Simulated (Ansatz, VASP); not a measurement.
As3Se: VASP beside Ansatz

```
CELL_PARAMETERS angstrom
0.00000 3.40091 3.40091
3.40091 0.00000 3.40091
3.40091 3.40091 0.00000
ATOMIC_POSITIONS crystal
As 0.50000 0.50000 0.50000
As 0.25000 0.25000 0.25000
As 0.75000 0.75000 0.75000
Se 0.00000 0.00000 0.00000
```

Change from the starting cell: species swapped into the PrMg3 type (Fm-3m, No. 225).

Alike in both runs: functional PBE; k mesh 4 × 4 × 4; occupations gaussian, width 0.2 eV; no spin polarisation.

Ansatz relaxed the structure, and its values are those at the end. VASP's run is a single point on that final structure, the one shown.

|  | VASP | Ansatz |
| --- | --- | --- |
| version | VASP 6.6.1 | Ansatz 0.2.0 |
| potentials or method | VASP PAW PBE potentials, release 64 (As, Se), cutoff 500 eV | scalar-relativistic, plane waves, PAW |
| valence electrons in the cell | 21 | 61 |

```tsv
	VASP	Ansatz	Ansatz less VASP
gap on the k mesh at the Fermi level (eV)	none	none	-
pressure (GPa)	-0.1	-0.1	-0.04
```

A gap of «none» marks a metal or a gap that the smearing closes. With one functional, cell and mesh, what is left measures potentials, basis and numerics. VASP's potentials hold 21 valence electrons a cell and Ansatz's 61, so a difference there can come from the potentials and not from the codes.

The k mesh is coarse, so the values compare programs but aren't converged.
